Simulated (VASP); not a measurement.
# Ti5Cl in VASP: further runs

The runs below take Ti5Cl through single point, with PBE.

Program: VASP 6.6.1. These are calculated values, not measurements. Logs are shortened: lines on timing, memory, paths and dates and some standing lists are left out, and cuts for length are marked.

### 1 The cell of the first run

The cell holds a slab with vacuum, 6 atoms: a = 2.938 Å, b = 2.938 Å, c = 24.712 Å, α = 90.00°, β = 90.00°, γ = 120.00°.

### 2 Single point, PBE

The input, INCAR:

```
SYSTEM = Ti5Cl
PREC     = Accurate       ! precision mode
ENCUT    = 520            ! plane-wave cutoff, eV
EDIFF    = 1E-6           ! SCF threshold, eV
ISMEAR   = 0              ! smearing method
SIGMA    = 0.1            ! smearing width, eV
LREAL    = .FALSE.        ! projectors in reciprocal space
LASPH    = .TRUE.         ! aspherical terms in the spheres
NELM     = 60             ! most SCF steps
ALGO     = Normal         ! electronic algorithm
ISIF     = 2              ! what is computed and relaxed
LWAVE    = .FALSE.        ! write WAVECAR
LCHARG   = .TRUE.         ! write CHGCAR
LDIPOL   = .TRUE.       
IDIPOL   = 3            
DIPOL    = 0.5 0.5 0.396
GGA      = PE             ! functional
LELF     = .TRUE.         ! ELF
LVHAR    = .TRUE.       
LVACPOTAV= .TRUE.       
NBANDS   = 42             ! bands
```

The input, KPOINTS:

```
regular mesh
0
G
  9 9 1
  0 0 0
```

The input, POSCAR:

```
Ti5Cl
1.0
    2.9381632086      0.0000000000      0.0000000000
   -1.4690816043      2.5445239791      0.0000000000
    0.0000000000      0.0000000000     24.7117068140
Ti Cl
5 1
Direct
    0.6666666667      0.3333333333      0.1618666015
    0.3333333333      0.6666666667      0.2559609806
    0.6666666667      0.3333333333      0.3506708119
    0.3333333333      0.6666666667      0.4475655916
    0.6666666667      0.3333333333      0.5346335206
    0.6666666667      0.3333333333      0.6225174263
```

Potentials or basis: VASP PAW PBE potentials, release 64 (Ti_sv, Cl).

On the command line:

```bash
> cat potpaw_PBE.64/Ti_sv/POTCAR potpaw_PBE.64/Cl/POTCAR > POTCAR
> mpirun -np 1 vasp_std > vasp.out
```

OUTCAR:

```text
SYSTEM = Ti5Cl
   PREC = Accurate
   ENCUT = 520
   EDIFF = 1E-6
   ISMEAR = 0
   LREAL = .FALSE.
   LASPH = .TRUE.
   NELM = 60
   ISIF = 2
   GGA = PE

 ion  position               nearest neighbor table
   1  0.667  0.333  0.162-   2 2.88   2 2.88   2 2.88
   2  0.333  0.667  0.256-   1 2.88   1 2.88   1 2.88   3 2.89   3 2.89   3 2.89
   3  0.667  0.333  0.351-   2 2.89   2 2.89   2 2.89
   4  0.333  0.667  0.448-   5 2.74   5 2.74   5 2.74
   5  0.667  0.333  0.535-   6 2.17   4 2.74   4 2.74   4 2.74
   6  0.667  0.333  0.623-   5 2.17

  LATTYP: Found a hexagonal cell.
 ALAT       =     2.9381632086
 C/A-ratio  =     8.4105970498

  Lattice vectors:

 A1 = (   2.9381632086,   0.0000000000,   0.0000000000)
 A2 = (  -1.4690816043,   2.5445239791,   0.0000000000)
 A3 = (   0.0000000000,   0.0000000000,  24.7117068140)

Analysis of symmetry for initial positions (statically):
=====================================================================
 Subroutine PRICEL returns:
 Original cell was already a primitive cell.

 Routine SETGRP: Setting up the symmetry group for a
 hexagonal supercell.

 Subroutine GETGRP returns: Found  6 space group operations
 (whereof  6 operations were pure point group operations)
 out of a pool of 24 trial point group operations.

The static configuration has the point symmetry C_3v.

Analysis of symmetry for dynamics (positions and initial velocities):
=====================================================================
 Subroutine PRICEL returns:
 Original cell was already a primitive cell.

 Routine SETGRP: Setting up the symmetry group for a
 hexagonal supercell.

 Subroutine GETGRP returns: Found  6 space group operations
 (whereof  6 operations were pure point group operations)
 out of a pool of 24 trial point group operations.

The dynamic configuration has the point symmetry C_3v.

 Subroutine INISYM returns: Found  6 space group operations
 (whereof  6 operations are pure point group operations),
 and found     1 'primitive' translations

----------------------------------------------------------------------------------------

                                     Primitive cell

  volume of cell :     184.7503

  direct lattice vectors                    reciprocal lattice vectors
     2.938163209  0.000000000  0.000000000     0.340348690  0.196500408  0.000000000
    -1.469081604  2.544523979  0.000000000     0.000000000  0.393000816  0.000000000
     0.000000000  0.000000000 24.711706814     0.000000000  0.000000000  0.040466650

  length of vectors
     2.938163209  2.938163209 24.711706814     0.393000816  0.393000816  0.040466650

  position of ions in fractional coordinates (direct lattice)
     0.666666667  0.333333333  0.161866602
     0.333333333  0.666666667  0.255960981
     0.666666667  0.333333333  0.350670812
     0.333333333  0.666666667  0.447565592
     0.666666667  0.333333333  0.534633521
     0.666666667  0.333333333  0.622517426

  ion indices of the primitive-cell ions
   primitive index   ion index
                 1           1
                 2           2
                 3           3
                 4           4
                 5           5
                 6           6

----------------------------------------------------------------------------------------

 KPOINTS: regular mesh

Automatic generation of k-mesh.
 Grid dimensions read from file:
 generate k-points for:    9    9    1

 Generating k-lattice:

  Cartesian coordinates                     Fractional coordinates (reciprocal lattice)
     0.037816521  0.021833379  0.000000000     0.111111111  0.000000000  0.000000000
     0.000000000  0.043666757  0.000000000     0.000000000  0.111111111  0.000000000
     0.000000000  0.000000000  0.040466650     0.000000000  0.000000000  1.000000000

  Length of vectors
     0.043666757  0.043666757  0.040466650

  Shift w.r.t. Gamma in fractional coordinates (k-lattice)
     0.000000000  0.000000000  0.000000000

 Subroutine IBZKPT returns following result:
 ===========================================

 Found     12 irreducible k-points:

 Following reciprocal coordinates:
            Coordinates               Weight
  0.000000  0.000000  0.000000      1.000000
  0.111111 -0.000000  0.000000      6.000000
  0.222222 -0.000000  0.000000      6.000000
  0.333333 -0.000000  0.000000      6.000000
  0.444444 -0.000000  0.000000      6.000000
  0.111111  0.111111  0.000000      6.000000
  0.222222  0.111111  0.000000     12.000000
  0.333333  0.111111  0.000000     12.000000
  0.444444  0.111111  0.000000      6.000000
  0.222222  0.222222  0.000000      6.000000
  0.333333  0.222222  0.000000     12.000000
  0.333333  0.333333  0.000000      2.000000
   k-points           NKPTS =     12   k-points in BZ     NKDIM =     12   number of bands    NBANDS=     42
   number of dos      NEDOS =    301   number of ions     NIONS =      6
   total plane-waves  NPLWV = 110592
   dimension x,y,z NGX =    24 NGY =   24 NGZ =  192
   dimension x,y,z NGXF=    48 NGYF=   48 NGZF=  384
   ions per type =               5   1
   NGX,Y,Z   is equivalent  to a cutoff of  13.58, 13.58, 12.92 a.u.
   NGXF,Y,Z  is equivalent  to a cutoff of  27.16, 27.16, 25.83 a.u.
 SYSTEM =  Ti5Cl
   PREC   = accura    normal or accurate (medium, high low for compatibility)
   ISTART =      0    job   : 0-new  1-cont  2-samecut
   ICHARG =      2    charge: 1-file 2-atom 10-const
   ISPIN  =      1    spin polarized calculation?
   LNONCOLLINEAR =      F non collinear calculations
   LSORBIT =      F    spin-orbit coupling
   LASPH  =      T    aspherical Exc in radial PAW
   ENCUT  =  520.0 eV  38.22 Ry    6.18 a.u.   5.46  5.46 45.95*2*pi/ulx,y,z
   NELM   =     60;   NELMIN=  2; NELMDL= -5     # of ELM steps
   EDIFF  = 0.1E-05   stopping-criterion for ELM
   LREAL  =      F    real-space projection
   EDIFFG = 0.1E-04   stopping-criterion for IOM
   NSW    =      0    number of steps for IOM
   IBRION =     -1    ionic relax: 0-MD 1-quasi-New 2-CG
   NFREE  =      0    steps in history (QN), initial steepest desc. (CG)
   ISIF   =      2    stress and relaxation
   ISYM   =      2    0-nonsym 1-usesym 2-fastsym
   POTIM  = 0.5000    time-step for ionic-motion
   TEBEG  =    0.0;   TEEND  =   0.0 temperature during run
   PSTRESS=    0.0 pullay stress
   NELECT =      67.0000    total number of electrons
   NUPDOWN=      -1.0000    fix difference up-down
   EMIN   =  10.00;   EMAX   =-10.00  energy-range for DOS
   EFERMI =   0.00;   METHOD = LEGACY
   ISMEAR =     0;   SIGMA  =   0.10  broadening in eV -4-tet -1-fermi 0-gaus
   EFERMI_NEDOS =   21; number of points for ismear=-14 and -15
   IALGO  =     38    algorithm
   IMIX   =      4    mixing-type and parameters
     AMIX     =   0.40;   BMIX     =  1.00
     AMIX_MAG =   1.60;   BMIX_MAG =  1.00
  volume/ion in A,a.u.               =      30.79       207.79
  Fermi-wavevector in a.u.,A,eV,Ry     =   1.167449  2.206159 18.543896  1.362938
  Thomas-Fermi vector in A             =   2.303949
   LORBIT       =      0    0 simple, 1 ext, 2 COOP (PROOUT), +10 PAW based schemes
   GGA     = PE    functional components
   LHFCALC =     F    Hartree Fock is set to
   AEXX    =    0.0000 exact exchange contribution
   IVDW    =     0    specifies the selected vdW correction
   LEPSILON=     F    determine dielectric tensor
   LRPA    =     F    only Hartree local field effects (RPA)
 non-spin polarized calculation
 Gauss-broadening in eV      SIGMA  =   0.10
  energy-cutoff  :      520.00
  volume of cell :      184.75
 maximum number of plane-waves:      5059
 NGX is ok and might be reduce to    24
   NGX = 11   NGY = 11   NGZ = 91

 dipolmoment           0.000000      0.000000     -0.005912 electrons x Angstroem

 number of electron      66.9999993 magnetization

 dipolmoment           0.000000      0.000000      0.036600 electrons x Angstroem

 Free energy of the ion-electron system (eV)
  ---------------------------------------------------
  ext. energy  EPLUGINS =         0.00000000
  ---------------------------------------------------
  free energy    TOTEN  =       -40.66747527 eV

  energy without entropy =      -40.62108915  energy(sigma->0) =      -40.64428221

 E-fermi :   2.3836     XC(G=0):  -6.9815

 val. band max:        2.3803355459   @ k =   0.3333   0.1111   0.0000
 cond. band min:       2.3930308201   @ k =   0.3333  -0.0000   0.0000
 fundamental gap:      0.0126952742
 Fermi energy:         2.3835715223

 k-point     1 :       0.0000    0.0000    0.0000
  band No.  band energies     occupation
      1     -54.6971      2.00000
      2     -54.5922      2.00000
      3     -54.4325      2.00000
      4     -54.3824      2.00000
      5     -54.3477      2.00000
      6     -31.2195      2.00000
[... 34 lines left out ...]
     41       3.2358      0.00000
     42       3.3401      0.00000

 k-point     2 :       0.1111   -0.0000    0.0000
  band No.  band energies     occupation
      1     -54.6876      2.00000
      2     -54.5834      2.00000
      3     -54.4224      2.00000
      4     -54.3751      2.00000
      5     -54.3421      2.00000
      6     -31.2029      2.00000
[... 34 lines left out ...]
     41       3.3385      0.00000
     42       3.4106      0.00000

 k-point     3 :       0.2222   -0.0000    0.0000
  band No.  band energies     occupation
      1     -54.6635      2.00000
      2     -54.5610      2.00000
      3     -54.3963      2.00000
      4     -54.3564      2.00000
      5     -54.3286      2.00000
      6     -31.1634      2.00000
[... 34 lines left out ...]
     41       3.6002      0.00000
     42       3.7742      0.00000

 k-point     4 :       0.3333   -0.0000    0.0000
  band No.  band energies     occupation
      1     -54.6357      2.00000
      2     -54.5355      2.00000
      3     -54.3645      2.00000
      4     -54.3351      2.00000
      5     -54.3152      2.00000
      6     -31.1329      2.00000
[... 304 lines left out ...]
     41       3.3940      0.00000
     42       3.8576      0.00000

 k-point    11 :       0.3333    0.2222    0.0000
  band No.  band energies     occupation
      1     -54.6096      2.00000
      2     -54.5115      2.00000
      3     -54.3286      2.00000
      4     -54.3151      2.00000
      5     -54.3083      2.00000
      6     -31.1105      2.00000
[... 34 lines left out ...]
     41       3.6895      0.00000
     42       3.9805      0.00000

 k-point    12 :       0.3333    0.3333    0.0000
  band No.  band energies     occupation
      1     -54.6047      2.00000
      2     -54.5070      2.00000
      3     -54.3177      2.00000
      4     -54.3117      2.00000
      5     -54.3109      2.00000
      6     -31.0718      2.00000
[... 34 lines left out ...]
     41       3.8362      0.00000
     42       4.0147      0.00000

------------------------ aborting loop because EDIFF is reached ----------------------------------------

  FORCE on cell =-STRESS in cart. coord.  units (eV):
  Direction    XX          YY          ZZ          XY          YZ          ZX
  --------------------------------------------------------------------------------------
  -------------------------------------------------------------------------------------
  Total        4.1012984      4.1012984     -0.2310887      0.0000000     -0.0000000      0.0000000
  in kB       35.5669600     35.5669600     -2.0040293      0.0000000     -0.0000000      0.0000000
  external PRESSURE =      23.0432969 kB  Pullay stress =       0.0000000 kB

 VOLUME and BASIS-vectors are now :
 -----------------------------------------------------------------------------
  energy-cutoff  :      520.00
  volume of cell :      184.75
      direct lattice vectors                 reciprocal lattice vectors
     2.938163209  0.000000000  0.000000000     0.340348690  0.196500408  0.000000000
    -1.469081604  2.544523979  0.000000000     0.000000000  0.393000816  0.000000000
     0.000000000  0.000000000 24.711706814     0.000000000  0.000000000  0.040466650

 POSITION                                       TOTAL-FORCE (eV/Angst)
 -----------------------------------------------------------------------------------
      1.46908      0.84817      4.00000        -0.000000      0.000000      0.546424
     -0.00000      1.69635      6.32523         0.000000     -0.000000     -0.532245
      1.46908      0.84817      8.66567         0.000000      0.000000      0.107359
     -0.00000      1.69635     11.06011        -0.000000      0.000000     -0.796281
      1.46908      0.84817     13.21171        -0.000000     -0.000000      0.693463
      1.46908      0.84817     15.38347         0.000000      0.000000     -0.018719
 -----------------------------------------------------------------------------------
    total drift:                               -0.000000      0.000000     -0.000011

  FREE ENERGIE OF THE ION-ELECTRON SYSTEM (eV)
  ---------------------------------------------------
  free  energy   TOTEN  =       -40.6674752729 eV

  energy  without entropy=      -40.6210891531  energy(sigma->0) =      -40.64428221

 vacuum level on the upper side and lower side of the slab         7.707         6.816
```

Run time: 2.9 min. Hardware: 1 thread of Intel Xeon Platinum 8559C (Emerald Rapids), shared host; peak memory 0.35 GiB.

What came out:

```yaml
Free_energy: -40.6675 eV
Largest_force: 0.796 eV/Å
```

Forces in eV/Å, atoms in the order of the input:
```
Ti   0.000  0.000  0.546
Ti   0.000  0.000 -0.532
Ti   0.000  0.000  0.107
Ti   0.000  0.000 -0.796
Ti   0.000  0.000  0.693
Cl   0.000  0.000 -0.019
```

Levels at points of the mesh, in eV from the Fermi level:
```
           k point  band 31  band 32  band 33  band 34  band 35  band 36
(0.00, 0.00, 0.00)     0.12     0.38     0.45     0.45     0.63     0.68
```

Caveat: an odd number of electrons without spin polarisation forces a metal; a magnetic or distorted state may lie lower.

### 3 Single point, PBE

The input, INCAR:

```
SYSTEM = Ti5Cl
ALGO     = Normal         ! electronic algorithm
DIPOL    = 0.5 0.5 0.392
EDIFF    = 1E-7           ! SCF threshold, eV
ENCUT    = 520            ! plane-wave cutoff, eV
GGA      = PE             ! functional
IDIPOL   = 3            
ISIF     = 2              ! what is computed and relaxed
ISMEAR   = 0              ! smearing method
LASPH    = .True.         ! aspherical terms in the spheres
LCHARG   = .False.        ! write CHGCAR
LDIPOL   = .True.       
LREAL    = .False.        ! projectors in reciprocal space
LWAVE    = .False.        ! write WAVECAR
NBANDS   = 42             ! bands
NELM     = 80             ! most SCF steps
PREC     = Accurate       ! precision mode
SIGMA    = 0.1            ! smearing width, eV
```

The input, KPOINTS:

```
k-points
0
Gamma
  9 9 1
  0 0 0
```

Edit POSCAR of step 2 so:

```diff
@@ -13,2 +13,2 @@
     0.6666666667      0.3333333333      0.5346335206
-    0.6666666667      0.3333333333      0.6225174263
+    1.0000000000      1.0000000000      0.6042834594
```

Potentials or basis: VASP PAW PBE potentials, release 64 (Ti_sv, Cl).

On the command line:

```bash
> cat potpaw_PBE.64/Ti_sv/POTCAR potpaw_PBE.64/Cl/POTCAR > POTCAR
> mpirun -np 1 vasp_std > vasp.out
```

OUTCAR:

```text
SYSTEM = Ti5Cl
   EDIFF = 1E-7
   ENCUT = 520
   GGA = PE
   ISIF = 2
   ISMEAR = 0
   LASPH = .True.
   LREAL = .False.
   NELM = 80
   PREC = Accurate

 ion  position               nearest neighbor table
   1  0.667  0.333  0.162-   2 2.88   2 2.88   2 2.88
   2  0.333  0.667  0.256-   1 2.88   1 2.88   1 2.88   3 2.89   3 2.89   3 2.89
   3  0.667  0.333  0.351-   2 2.89   2 2.89   2 2.89
   4  0.333  0.667  0.448-   5 2.74   5 2.74   5 2.74
   5  0.667  0.333  0.535-   6 2.42   6 2.42   6 2.42   4 2.74   4 2.74   4 2.74
   6  0.000  0.000  0.604-   5 2.42   5 2.42   5 2.42

  LATTYP: Found a hexagonal cell.
 ALAT       =     2.9381632086
 C/A-ratio  =     8.4105970498

  Lattice vectors:

[... 733 lines left out ...]
  Total        3.8185002      3.8185002     -0.3868497      0.0000000     -0.0000000      0.0000000
  in kB       33.1144989     33.1144989     -3.3548077      0.0000000     -0.0000000      0.0000000
  external PRESSURE =      20.9580634 kB  Pullay stress =       0.0000000 kB

 VOLUME and BASIS-vectors are now :
 -----------------------------------------------------------------------------
  energy-cutoff  :      520.00
  volume of cell :      184.75
      direct lattice vectors                 reciprocal lattice vectors
     2.938163209  0.000000000  0.000000000     0.340348690  0.196500408  0.000000000
    -1.469081604  2.544523979  0.000000000     0.000000000  0.393000816  0.000000000
     0.000000000  0.000000000 24.711706814     0.000000000  0.000000000  0.040466650

 POSITION                                       TOTAL-FORCE (eV/Angst)
 -----------------------------------------------------------------------------------
      1.46908      0.84817      4.00000        -0.000000      0.000000      0.563246
     -0.00000      1.69635      6.32523         0.000000     -0.000000     -0.560954
      1.46908      0.84817      8.66567        -0.000000      0.000000      0.089466
     -0.00000      1.69635     11.06011        -0.000000     -0.000000     -0.634488
      1.46908      0.84817     13.21171        -0.000000      0.000000      0.529755
      0.00000      0.00000     14.93288        -0.000000      0.000000      0.012974
 -----------------------------------------------------------------------------------
    total drift:                               -0.000000      0.000000     -0.000012

  FREE ENERGIE OF THE ION-ELECTRON SYSTEM (eV)
  ---------------------------------------------------
  free  energy   TOTEN  =       -41.9711865286 eV

  energy  without entropy=      -41.9288575819  energy(sigma->0) =      -41.95002206

 vacuum level on the upper side and lower side of the slab         6.670         6.955
```

Wall time 3.5 min (1 thread of Intel Xeon Platinum 8559C (Emerald Rapids), shared host); peak memory 0.35 GiB.

What came out:

| Item | Value |
| --- | --- |
| Free energy | -41.9712 eV |
| Largest force | 0.634 eV/Å |

Forces on the atoms (eV/Å):
```
Ti   0.000  0.000  0.563
Ti   0.000  0.000 -0.561
Ti   0.000  0.000  0.089
Ti   0.000  0.000 -0.634
Ti   0.000  0.000  0.530
Cl   0.000  0.000  0.013
```

Caveat: an odd number of electrons without spin polarisation forces a metal; a magnetic or distorted state may lie lower.

### 4 Single point, PBE

The input, INCAR:

```
SYSTEM = Ti5Cl
PREC = Accurate
ENCUT = 520
EDIFF = 1E-7
ISMEAR = 0
SIGMA = 0.1
LREAL = .FALSE.
LASPH = .TRUE.
NELM = 60
ALGO = Normal
ISIF = 2
LWAVE = .FALSE.
LCHARG = .FALSE.
LDIPOL = .TRUE.
IDIPOL = 3
DIPOL = 0.5 0.5 0.393
GGA = PE
NBANDS = 42
```

The input, KPOINTS:

```
regular mesh
0
G
  9 9 1
  0 0 0
```

Edit POSCAR of step 3 so:

```diff
@@ -13,2 +13,2 @@
     0.6666666667      0.3333333333      0.5346335206
-    1.0000000000      1.0000000000      0.6042834594
+    1.3333333333      0.6666666667      0.6049783680
```

On the command line:

```bash
> cat potpaw_PBE.64/Ti_sv/POTCAR potpaw_PBE.64/Cl/POTCAR > POTCAR
> mpirun -np 1 vasp_std > vasp.out
```

It took 3.1 min on 1 thread of Intel Xeon Platinum 8559C (Emerald Rapids), shared host; peak memory 0.35 GiB.

The run converged. Its results:

- Free energy: -41.8687 eV
- Largest force: 0.802 eV/Å

Forces in eV/Å, atoms in the order of the input:
```
Ti   0.000  0.000  0.549
Ti   0.000  0.000 -0.540
Ti   0.000  0.000  0.070
Ti   0.000  0.000 -0.802
Ti   0.000  0.000  0.724
Cl   0.000  0.000 -0.001
```

Levels at points of the mesh, in eV from the Fermi level:
```
           k point  band 29  band 30  band 31  band 32  band 33  band 34  band 35  band 36  band 37  band 38
(0.00, 0.00, 0.00)    -2.10    -0.13     0.08     0.40     0.58     0.58     0.61     0.68     0.68     0.78
```

Caveat: an odd number of electrons without spin polarisation forces a metal; a magnetic or distorted state may lie lower.
